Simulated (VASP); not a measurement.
# C (Fd-3m) in VASP: a series of runs

C is run at these levels: PBE; tasks: single point, relaxation of cell and atoms.

Everything below comes from runs of VASP 6.6.1. Logs are shortened: lines on timing, memory, paths and dates and some standing lists are left out, and cuts for length are marked.

### 1 The cell of the first run

Symmetry: Fd-3m, No. 227, cubic system. The conventional cell has a = 3.642 Å, b = 3.642 Å, c = 3.642 Å, α = 90.00°, β = 90.00°, γ = 90.00°. Within 2.1 Å of C (site symmetry -43m) lie 4 C at 1.58 Å.

### 2 Single point, PBE (volume scaled by 1.06)

INCAR

```
  PREC = Accurate
  ENCUT = 600
  EDIFF = 1E-6
  ISMEAR = 0
  SIGMA = 0.02
  LREAL = False
  LASPH = True
  NELM = 120
  ALGO = Normal
  ISIF = 2
  LWAVE = False
  LCHARG = True
  GGA = PE
  LELF = True
  LVHAR = True
  NBANDS = 11
  GGA_COMPAT = False
```

KPOINTS

```
regular mesh
0
Gamma
  12 12 12
```

POSCAR

```
C
1.0
    0.0000000000      1.8207822310      1.8207822310
    1.8207822310      0.0000000000      1.8207822310
    1.8207822310      1.8207822310      0.0000000000
C
2
Direct
    0.0000000000      0.0000000000      0.0000000000
    0.2500000000      0.2500000000      0.2500000000
```

Potentials or basis: VASP PAW PBE potentials, release 64 (C).

Started as:

```
cat potpaw_PBE.64/C/POTCAR > POTCAR
mpirun -np 1 vasp_std > vasp.out
```

OUTCAR:

```text
PREC = Accurate
   ENCUT = 600
   EDIFF = 1E-6
   ISMEAR = 0
   LREAL = False
   LASPH = True
   NELM = 120
   ISIF = 2
   GGA = PE

 ion  position               nearest neighbor table
   1  0.000  0.000  0.000-   2 1.58   2 1.58   2 1.58   2 1.58
   2  0.250  0.250  0.250-   1 1.58   1 1.58   1 1.58   1 1.58

  LATTYP: Found a face centered cubic cell.
 ALAT       =     3.6415644620

  Lattice vectors:

 A1 = (   0.0000000000,   1.8207822310,   1.8207822310)
 A2 = (   1.8207822310,   0.0000000000,   1.8207822310)
 A3 = (   1.8207822310,   1.8207822310,   0.0000000000)

Analysis of symmetry for initial positions (statically):
=====================================================================
 Subroutine PRICEL returns:
 Original cell was already a primitive cell.

 Routine SETGRP: Setting up the symmetry group for a
 face centered cubic supercell.

 Subroutine GETGRP returns: Found 48 space group operations
 (whereof 24 operations were pure point group operations)
 out of a pool of 48 trial point group operations.

The static configuration has the point symmetry T_d .
 The point group associated with its full space group is O_h .

Analysis of symmetry for dynamics (positions and initial velocities):
=====================================================================
 Subroutine PRICEL returns:
 Original cell was already a primitive cell.

 Routine SETGRP: Setting up the symmetry group for a
 face centered cubic supercell.

 Subroutine GETGRP returns: Found 48 space group operations
 (whereof 24 operations were pure point group operations)
 out of a pool of 48 trial point group operations.

The dynamic configuration has the point symmetry T_d .
 The point group associated with its full space group is O_h .

 Subroutine INISYM returns: Found 48 space group operations
 (whereof 24 operations are pure point group operations),
 and found     1 'primitive' translations

----------------------------------------------------------------------------------------

                                     Primitive cell

  volume of cell :      12.0727

  direct lattice vectors                    reciprocal lattice vectors
     0.000000000  1.820782231  1.820782231    -0.274607249  0.274607249  0.274607249
     1.820782231  0.000000000  1.820782231     0.274607249 -0.274607249  0.274607249
     1.820782231  1.820782231  0.000000000     0.274607249  0.274607249 -0.274607249

  length of vectors
     2.574974925  2.574974925  2.574974925     0.475633708  0.475633708  0.475633708

  position of ions in fractional coordinates (direct lattice)
     0.000000000  0.000000000  0.000000000
     0.250000000  0.250000000  0.250000000

  ion indices of the primitive-cell ions
   primitive index   ion index
                 1           1
                 2           2

----------------------------------------------------------------------------------------

 KPOINTS: regular mesh

Automatic generation of k-mesh.
 Grid dimensions read from file:
 generate k-points for:   12   12   12

 Generating k-lattice:

  Cartesian coordinates                     Fractional coordinates (reciprocal lattice)
    -0.022883937  0.022883937  0.022883937     0.083333333  0.000000000  0.000000000
     0.022883937 -0.022883937  0.022883937     0.000000000  0.083333333  0.000000000
     0.022883937  0.022883937 -0.022883937     0.000000000  0.000000000  0.083333333

  Length of vectors
     0.039636142  0.039636142  0.039636142

  Shift w.r.t. Gamma in fractional coordinates (k-lattice)
     0.000000000  0.000000000  0.000000000

 Subroutine IBZKPT returns following result:
 ===========================================

 Found     72 irreducible k-points:

 Following reciprocal coordinates:
            Coordinates               Weight
  0.000000  0.000000  0.000000      1.000000
  0.083333  0.000000  0.000000      8.000000
  0.166667  0.000000  0.000000      8.000000
  0.250000  0.000000  0.000000      8.000000
  0.333333  0.000000  0.000000      8.000000
  0.416667  0.000000  0.000000      8.000000
[... 16 lines left out ...]
  0.500000  0.166667  0.000000     24.000000
 -0.416667  0.166667  0.000000     24.000000
 [... further k-points ...]
   k-points           NKPTS =     72   k-points in BZ     NKDIM =     72   number of bands    NBANDS=     11
   number of dos      NEDOS =    301   number of ions     NIONS =      2
   total plane-waves  NPLWV =  13824
   dimension x,y,z NGX =    24 NGY =   24 NGZ =   24
   dimension x,y,z NGXF=    48 NGYF=   48 NGZF=   48
   ions per type =               2
   NGX,Y,Z   is equivalent  to a cutoff of  15.49, 15.49, 15.49 a.u.
   NGXF,Y,Z  is equivalent  to a cutoff of  30.99, 30.99, 30.99 a.u.
 SYSTEM =  unknown system
   PREC   = accura    normal or accurate (medium, high low for compatibility)
   ISTART =      0    job   : 0-new  1-cont  2-samecut
   ICHARG =      2    charge: 1-file 2-atom 10-const
   ISPIN  =      1    spin polarized calculation?
   LNONCOLLINEAR =      F non collinear calculations
   LSORBIT =      F    spin-orbit coupling
   LASPH  =      T    aspherical Exc in radial PAW
   ENCUT  =  600.0 eV  44.10 Ry    6.64 a.u.   5.14  5.14  5.14*2*pi/ulx,y,z
   NELM   =    120;   NELMIN=  2; NELMDL= -5     # of ELM steps
   EDIFF  = 0.1E-05   stopping-criterion for ELM
   LREAL  =      F    real-space projection
[... 7 lines left out ...]
   TEBEG  =    0.0;   TEEND  =   0.0 temperature during run
   PSTRESS=    0.0 pullay stress
   NELECT =       8.0000    total number of electrons
   NUPDOWN=      -1.0000    fix difference up-down
   EMIN   =  10.00;   EMAX   =-10.00  energy-range for DOS
   EFERMI =   0.00;   METHOD = LEGACY
   ISMEAR =     0;   SIGMA  =   0.02  broadening in eV -4-tet -1-fermi 0-gaus
   EFERMI_NEDOS =   21; number of points for ismear=-14 and -15
   IALGO  =     38    algorithm
   IMIX   =      4    mixing-type and parameters
     AMIX     =   0.40;   BMIX     =  1.00
     AMIX_MAG =   1.60;   BMIX_MAG =  1.00
  volume/ion in A,a.u.               =       6.04        40.74
  Fermi-wavevector in a.u.,A,eV,Ry     =   1.427261  2.697133 27.716085  2.037075
  Thomas-Fermi vector in A             =   2.547450
   LORBIT       =      0    0 simple, 1 ext, 2 COOP (PROOUT), +10 PAW based schemes
   GGA     = PE    functional components
   LHFCALC =     F    Hartree Fock is set to
   AEXX    =    0.0000 exact exchange contribution
   IVDW    =     0    specifies the selected vdW correction
   LEPSILON=     F    determine dielectric tensor
   LRPA    =     F    only Hartree local field effects (RPA)
 non-spin polarized calculation
 Gauss-broadening in eV      SIGMA  =   0.02
  energy-cutoff  :      600.00
  volume of cell :       12.07
 maximum number of plane-waves:       419
 NGX is ok and might be reduce to    24
   NGX = 11   NGY = 11   NGZ = 11

 number of electron       8.0000000 magnetization

 Free energy of the ion-electron system (eV)
  ---------------------------------------------------
  ext. energy  EPLUGINS =         0.00000000
  ---------------------------------------------------
  free energy    TOTEN  =       -18.14235326 eV

  energy without entropy =      -18.14235326  energy(sigma->0) =      -18.14235326

 E-fermi :   8.9988     XC(G=0): -12.9402

 val. band max:        8.8477938380   @ k =   0.0000   0.0000   0.0000
 cond. band min:      12.8620954146   @ k =   0.3333   0.3333   0.0000
 fundamental gap:      4.0143015766
 Fermi energy:         8.9987842762

 k-point     1 :       0.0000    0.0000    0.0000
  band No.  band energies     occupation
      1     -11.8096      2.00000
      2       8.8478      2.00000
      3       8.8478      2.00000
      4       8.8478      2.00000
      5      14.2673      0.00000
      6      14.2673      0.00000
      7      14.2673      0.00000
      8      20.7809      0.00000
      9      27.3673      0.00000
     10      34.7125      0.00000
     11      34.7125      0.00000

 k-point     2 :       0.0833    0.0000    0.0000
  band No.  band energies     occupation
      1     -11.6254      2.00000
      2       7.6802      2.00000
      3       8.5472      2.00000
      4       8.5472      2.00000
      5      14.6616      0.00000
      6      14.6616      0.00000
      7      14.9092      0.00000
      8      20.9898      0.00000
      9      27.6804      0.00000
     10      32.6984      0.00000
     11      32.6984      0.00000

 k-point     3 :       0.1667    0.0000    0.0000
  band No.  band energies     occupation
      1     -11.0755      2.00000
      2       5.2593      2.00000
      3       7.8897      2.00000
      4       7.8897      2.00000
      5      15.5258      0.00000
      6      15.5258      0.00000
      7      15.8403      0.00000
      8      21.6020      0.00000
      9      28.3410      0.00000
     10      31.1722      0.00000
     11      31.1722      0.00000

 k-point     4 :       0.2500    0.0000    0.0000
  band No.  band energies     occupation
      1     -10.1693      2.00000
      2       2.5437      2.00000
      3       7.2070      2.00000
      4       7.2070      2.00000
      5      16.3467      0.00000
      6      16.3467      0.00000
      7      16.4153      0.00000
      8      22.4712      0.00000
      9      28.7630      0.00000
     10      30.7495      0.00000
     11      30.7495      0.00000
[... 239 lines left out ...]
 k-point    22 :       0.4167    0.1667    0.0000
  band No.  band energies     occupation
      1      -7.8292      2.00000
      2      -0.5121      2.00000
      3       4.7606      2.00000
      4       5.0374      2.00000
      5      15.2849      0.00000
      6      19.2008      0.00000
      7      19.3732      0.00000
      8      21.0356      0.00000
      9      29.1391      0.00000
     10      30.2369      0.00000
     11      35.4016      0.00000

 k-point    23 :       0.5000    0.1667    0.0000
  band No.  band energies     occupation
      1      -6.3540      2.00000
      2      -2.6169      2.00000
      3       4.0849      2.00000
      4       5.1161      2.00000
      5      15.6971      0.00000
      6      19.1385      0.00000
      7      19.2847      0.00000
      8      22.5207      0.00000
      9      28.2522      0.00000
     10      31.5355      0.00000
     11      34.5903      0.00000

 k-point    24 :      -0.4167    0.1667    0.0000
  band No.  band energies     occupation
      1      -5.9704      2.00000
      2      -3.0823      2.00000
      3       3.6296      2.00000
      4       5.4702      2.00000
      5      16.1049      0.00000
      6      18.6787      0.00000
      7      19.2732      0.00000
      8      23.5438      0.00000
      9      27.6050      0.00000
     10      32.2780      0.00000
     11      32.3564      0.00000

 [... further k-points ...]

------------------------ aborting loop because EDIFF is reached ----------------------------------------

  FORCE on cell =-STRESS in cart. coord.  units (eV):
  Direction    XX          YY          ZZ          XY          YZ          ZX
  --------------------------------------------------------------------------------------
  -------------------------------------------------------------------------------------
  Total       -1.7129244     -1.7129244     -1.7129244     -0.0000000      0.0000000      0.0000000
  in kB     -227.3237255   -227.3237255   -227.3237255     -0.0000000      0.0000000      0.0000000
  external PRESSURE =    -227.3237255 kB  Pullay stress =       0.0000000 kB

 VOLUME and BASIS-vectors are now :
 -----------------------------------------------------------------------------
  energy-cutoff  :      600.00
  volume of cell :       12.07
      direct lattice vectors                 reciprocal lattice vectors
     0.000000000  1.820782231  1.820782231    -0.274607249  0.274607249  0.274607249
     1.820782231  0.000000000  1.820782231     0.274607249 -0.274607249  0.274607249
     1.820782231  1.820782231  0.000000000     0.274607249  0.274607249 -0.274607249

 POSITION                                       TOTAL-FORCE (eV/Angst)
 -----------------------------------------------------------------------------------
      0.00000      0.00000      0.00000        -0.000000     -0.000000     -0.000000
      0.91039      0.91039      0.91039         0.000000      0.000000      0.000000
 -----------------------------------------------------------------------------------
    total drift:                               -0.000000     -0.000000      0.000000

  FREE ENERGIE OF THE ION-ELECTRON SYSTEM (eV)
  ---------------------------------------------------
  free  energy   TOTEN  =       -18.1423532643 eV

  energy  without entropy=      -18.1423532643  energy(sigma->0) =      -18.14235326
```

Wall time 9.5 s (1 thread of Intel Xeon Platinum 8488C (Sapphire Rapids), shared host); peak memory 0.13 GiB.

What came out:

```
Free energy            : -18.1424 eV
Pressure               : -22.7 GPa
Band gap on the k mesh : 4.01 eV, indirect (least direct gap 5.42 eV)
```

Caveat: the cell differs from its parent crystal (volume scaled by 1.06). A k mesh can miss the band edges.

### 3 Single point, PBE (volume scaled by 1.09)

INCAR

```
SYSTEM = C
ALGO     = Normal         ! electronic algorithm
EDIFF    = 1E-6           ! SCF threshold, eV
ENCUT    = 600            ! plane-wave cutoff, eV
GGA      = PE             ! functional
GGA_COMPAT= .FALSE.      
ISIF     = 2              ! what is computed and relaxed
ISMEAR   = 0              ! smearing method
LASPH    = .TRUE.         ! aspherical terms in the spheres
LCHARG   = .TRUE.         ! write CHGCAR
LELF     = .TRUE.         ! ELF
LREAL    = .FALSE.        ! projectors in reciprocal space
LVHAR    = .TRUE.       
LWAVE    = .FALSE.        ! write WAVECAR
NBANDS   = 11             ! bands
NELM     = 120            ! most SCF steps
PREC     = Accurate       ! precision mode
SIGMA    = 0.02           ! smearing width, eV
```

KPOINTS

```
k-points
0
G
  12 12 12
  0 0 0
```

POSCAR

```
C
1.0
    0.0000000000      1.8377998738      1.8377998738
    1.8377998738      0.0000000000      1.8377998738
    1.8377998738      1.8377998738      0.0000000000
C
2
Direct
    0.0000000000      0.0000000000      0.0000000000
    0.2500000000      0.2500000000      0.2500000000
```

Potentials or basis: VASP PAW PBE potentials, release 64 (C).

Started as:

```
cat potpaw_PBE.64/C/POTCAR > POTCAR
mpirun -np 1 vasp_std > vasp.out
```

It took 13 s on 1 thread of Intel Xeon Platinum 8488C (Sapphire Rapids), shared host; peak memory 0.13 GiB.

The run converged. Its results:

```yaml
Free_energy: -18.0850 eV
Pressure: -31.9 GPa
Band_gap_on_the_k_mesh: 3.95 eV, indirect (least direct gap 5.34 eV)
```

Levels at points of the mesh, in eV from the valence-band top:
```
           k point  band 1  band 2  band 3  band 4  band 5  band 6  band 7  band 8
(0.00, 0.00, 0.00)  -20.30    0.00    0.00    0.00    5.34    5.34    5.34   11.33
(0.50, 0.00, 0.00)  -15.03  -12.41   -2.57   -2.57    7.66    8.08    8.08   14.84
(0.50, 0.50, 0.00)  -12.15  -12.15   -5.77   -5.77    4.57    4.57   15.47   15.47
```

Caveat: the cell differs from its parent crystal (volume scaled by 1.09).

### 4 Relaxation of cell and atoms, PBE

This run uses another cell than the first one, of 5.76 Å³/atom, 0.955 times its volume.

INCAR

```
ALGO = Normal
EDIFF = 1E-7
EDIFFG = -0.003
ENCUT = 600
GGA = PE
GGA_COMPAT = False
IBRION = 2
ISIF = 3
ISMEAR = 0
LASPH = True
LCHARG = False
LREAL = False
LWAVE = False
NELM = 120
NELMIN = 4
NSW = 50
PREC = Accurate
SIGMA = 0.02
```

KPOINTS

```
k-points
0
Gamma
  12 12 12
```

POSCAR

```
C
1.0
    0.0000000000      1.7929384230      1.7929384230
    1.7929384230      0.0000000000      1.7929384230
    1.7929384230      1.7929384230      0.0000000000
C
2
Direct
    0.0000000000      0.0000000000      0.0000000000
    0.2500000000      0.2500000000      0.2500000000
```

Started as:

```
cat potpaw_PBE.64/C/POTCAR > POTCAR
mpirun -np 1 vasp_std > vasp.out
```

Wall time 20 s (1 thread of Intel Xeon Platinum 8488C (Sapphire Rapids), shared host); peak memory 0.12 GiB.

Results (log left out):

* Free energy: -18.1911 eV
* Relaxed volume: 5.69 Å³/atom
* Relaxed cell: a = 2.525 Å, b = 2.525 Å, c = 2.525 Å, α = 60.00°, β = 60.00°, γ = 60.00°
* Space group after relaxing (to 0.05 Å): Fd-3m (No. 227)
* Energy gained by relaxing: 1.1 meV/atom
* Ionic steps: 3
* Pressure after relaxing: 0.0 GPa
* Band gap on the k mesh: 4.14 eV, indirect (least direct gap 5.58 eV)

The path:
```csv
step,energy change (eV),largest force (eV/Å),pressure (GPa),volume (Å³)
1,0.0000,0.0000,-5.11,11.53
2,0.0011,0.0000,6.51,11.22
3,-0.0022,0.0000,-0.01,11.39
```

Final structure:
```
C
1.0
     0.00000    1.78575    1.78575
     1.78575    0.00000    1.78575
     1.78575    1.78575    0.00000
C
2
Direct
  0.00000 0.00000 0.00000
  0.25000 0.25000 0.25000
```

Levels at points of the mesh, in eV from the valence-band top:
```
           k point  band 2  band 3  band 4  band 5  band 6  band 7
(0.00, 0.00, 0.00)    0.00    0.00    0.00    5.58    5.58    5.58
(0.50, 0.00, 0.00)  -13.33   -2.79   -2.79    8.44    8.44    8.79
(0.50, 0.50, 0.00)  -12.74   -6.27   -6.27    4.75    4.75   16.74
```

A k mesh can miss the band edges. PBE gaps usually lie below the measured ones, often by a third to a half.

### 5 Overview

| task | cell | gap on the mesh (eV) | pressure (GPa) |
| --- | --- | --- | --- |
| single point | a = 2.575 Å, angles 60.0°, 2 atoms | 4.01 | -22.7 |
| single point | a = 2.599 Å, angles 60.0°, 2 atoms | 3.95 | -31.9 |
| relaxation of cell and atoms | relaxed from a = 2.536 Å, angles 60.0°, 2 atoms | 4.14 | 0.0 |

Alike in all rows: level PBE; potentials or basis VASP PAW PBE potentials, release 64 (C); no spin polarisation; k mesh 12 × 12 × 12; cutoff (eV) 600; smearing gaussian 0.02 eV.

Total energies depend on the potentials used, so only differences within one code and one set of settings carry meaning.
